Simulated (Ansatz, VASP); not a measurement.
Two plane-wave programs on Cu

```xyz
2
Lattice="2.3314 0.0000 0.0000 -1.1657 2.0190 0.0000 0.0000 0.0000 4.4416" Properties=species:S:1:pos:R:3 pbc="T T T"
Cu    0.0000    1.3460    1.1104
Cu    1.1657    0.6730    3.3312
```

Change from the starting cell: strain -0.080 along x and y, +0.080 along z, atoms carried along.

Alike in both runs: task single point; functional r2SCAN; k mesh 24 × 24 × 12; occupations gaussian, width 0.15 eV; no spin polarisation.

|  | VASP | Ansatz |
| --- | --- | --- |
| version | VASP 6.6.1 | Ansatz 0.2.0 |
| potentials or method | VASP PAW PBE potentials, release 64 (Cu), cutoff 520 eV | scalar-relativistic, plane waves, PAW |
| valence electrons in the cell | 22 | 38 |

```tsv
	VASP	Ansatz	Ansatz less VASP
gap on the k mesh at the Fermi level (eV)	none	none	-
pressure (GPa)	25.6	24.8	-0.85
traceless stress, the component that is largest in VASP (GPa)	-29.13	-28.92	+0.210
```

VASP's potentials were made for PBE, not for r2SCAN. A gap of «none» marks a metal or a gap that the smearing closes. The functional is the same, so the differences come from potentials, cutoffs and numerics. VASP's potentials hold 22 valence electrons a cell and Ansatz's 38, so a difference there can come from the potentials and not from the codes.
